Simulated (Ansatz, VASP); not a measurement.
One calculation of Al12O, two programs

Contents of INCAR:

```
SYSTEM = Al12O
PREC = Accurate
ENCUT = 520
EDIFF = 1E-6
ISMEAR = 0
SIGMA = 0.1
LREAL = .False.
LASPH = .True.
NELM = 150
ALGO = Normal
ISIF = 2
LWAVE = .False.
LCHARG = .False.
ISPIN = 2
MAGMOM = 0 0 0 0 0 0 0 0 0 0 0 0 2
LORBIT = 11
LDIPOL = .True.
IDIPOL = 3
DIPOL = 0.5 0.5 0.308
GGA = PE
NBANDS = 37
```

File KPOINTS:

```
Automatic mesh
0
Gamma
  5 5 1
  0 0 0
```

File POSCAR:

```
Al12O
1.0
    5.7143028096      0.0000000000      0.0000000000
    0.0000000000      5.7143028096      0.0000000000
    0.0000000000      0.0000000000     21.1750228481
Al O
12 1
Direct
    0.2500000000      0.2500000000      0.1889018033
    0.2500000000      0.7500000000      0.1889018033
    0.7500000000      0.2500000000      0.1889018033
    0.7500000000      0.7500000000      0.1889018033
    0.0000000000      0.0000000000      0.2873686073
    0.0000000000      0.5000000000      0.2873686073
    0.5000000000      0.0000000000      0.2873686073
    0.5000000000      0.5000000000      0.2873686073
    0.2500000000      0.2500000000      0.3860691394
    0.2500000000      0.7500000000      0.3860691394
    0.7500000000      0.2500000000      0.3860691394
    0.7500000000      0.7500000000      0.3860691394
    0.5000000000      0.5000000000      0.5574975259
```

Input for Ansatz:

```yaml
crystal:
  lattice:
    - [5.7143028096, 0.0, 0.0]
    - [0.0, 5.7143028096, 0.0]
    - [0.0, 0.0, 21.1750228481]
  atoms:
    - { symbol: Al, position: [0.25, 0.25, 0.1889018033] }
    - { symbol: Al, position: [0.25, 0.75, 0.1889018033] }
    - { symbol: Al, position: [0.75, 0.25, 0.1889018033] }
    - { symbol: Al, position: [0.75, 0.75, 0.1889018033] }
    - { symbol: Al, position: [0.0, 0.0, 0.2873686073] }
    - { symbol: Al, position: [0.0, 0.5, 0.2873686073] }
    - { symbol: Al, position: [0.5, 0.0, 0.2873686073] }
    - { symbol: Al, position: [0.5, 0.5, 0.2873686073] }
    - { symbol: Al, position: [0.25, 0.25, 0.3860691394] }
    - { symbol: Al, position: [0.25, 0.75, 0.3860691394] }
    - { symbol: Al, position: [0.75, 0.25, 0.3860691394] }
    - { symbol: Al, position: [0.75, 0.75, 0.3860691394] }
    - { symbol: O, position: [0.5, 0.5, 0.5574975259], spin: 2.0 }
basis:
  ecutwfc: 420
kpoints:
  mp_grid: { grid: [5, 5, 1] }
hamiltonian:
  xc: pbe
scf:
  occupations: { method: gaussian, width: 0.1 }
output:
  forces: true
  eigenvalues: true
  populations: true
magnetization:
  spin_polarized: true
efield:
  axis: 3
  dipole_correction: true
  ramp_width: 0.04
```

Alike in both runs: task single point; functional PBE; k mesh 5 × 5 × 1; occupations gaussian, width 0.1 eV; collinear spin.

```csv
,VASP,Ansatz
version,VASP 6.6.1,Ansatz 0.2.0
potentials or method,"VASP PAW PBE potentials, release 64 (Al, O), cutoff 520 eV","scalar-relativistic, plane waves, PAW"
valence electrons in the cell,42,42
```

|  | VASP | Ansatz | Ansatz less VASP |
| --- | --- | --- | --- |
| gap on the k mesh at the Fermi level (eV) | none | none | - |
| rms of the force components (eV/Å) | 0.039 | 0.040 | +0.0005 |
| net moment per atom (μB) | 0.14 | 0.14 | 0.000 |
| size of the moment on the site where the two differ most (μB) | 1.38 | 1.78 | +0.406 |

Site moments also hang on the region over which each program counts them. Atom by atom the forces differ by 0.002 eV/Å (rms over components). A gap of «none» marks a metal or a gap that the smearing closes.
